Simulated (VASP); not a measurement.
Set up this calculation in VASP 6.6.1, as the native input.

```yaml
Task: single point
Functional: PBE
Potentials_or_basis: VASP PAW PBE potentials, release 64 (Mg, Se, S)
Cutoff: 520 eV
k_mesh: 3 × 3 × 6
Occupations: gaussian, width 0.1 eV
Spin: no spin polarisation
Dipole_correction: no
Further_INCAR_settings: ALGO = Normal; EDIFF = 1e-07; NBANDS = 21
```

The structure of Mg3SeS2 lies in POSCAR:

```
Mg3SeS2
1.0
    6.2814591775      0.0000000000      0.0000000000
   -3.1407295888      5.4399032206      0.0000000000
    0.0000000000      0.0000000000      3.5663562744
Mg Se S
3 1 2
Direct
    0.5000000000      0.0000000000      0.5000000000
    0.0000000000      0.5000000000      0.5000000000
    0.5000000000      0.5000000000      0.5000000000
    0.0000000000      0.0000000000      0.5000000000
    0.3333333333      0.6666666667      0.0000000000
    0.6666666667      0.3333333333      0.0000000000
```

These files were run (other wordings do the same):

INCAR

```
SYSTEM = Mg3SeS2
PREC = Accurate ; ENCUT = 520
EDIFF = 1E-7 ; ISMEAR = 0
SIGMA = 0.1 ; LREAL = .False.
LASPH = .True. ; NELM = 100
ALGO = Normal ; ISIF = 2
LWAVE = .False. ; LCHARG = .False.
GGA = PE ; NBANDS = 21
```

KPOINTS

```
regular mesh
0
Gamma
  3 3 6
  0 0 0
```

Potentials or basis: VASP PAW PBE potentials, release 64 (Mg, Se, S).

Run with:

```console
$ cat potpaw_PBE.64/Mg/POTCAR potpaw_PBE.64/Se/POTCAR potpaw_PBE.64/S/POTCAR > POTCAR
$ mpirun -np 1 vasp_std > vasp.out
```

Results of the run:

```
Pressure               : -0.3 GPa
Band gap on the k mesh : zero (band 12 reaches 5.09 eV, above the bottom of band 13 at 4.48 eV)
```

Caveat: the k points lie up to 0.39 Å⁻¹ apart.

Wall time 47 s on 1 thread of AMD EPYC 7R43 64-Core Processor (Zen 3) (shared host), peak memory 0.2 GiB.
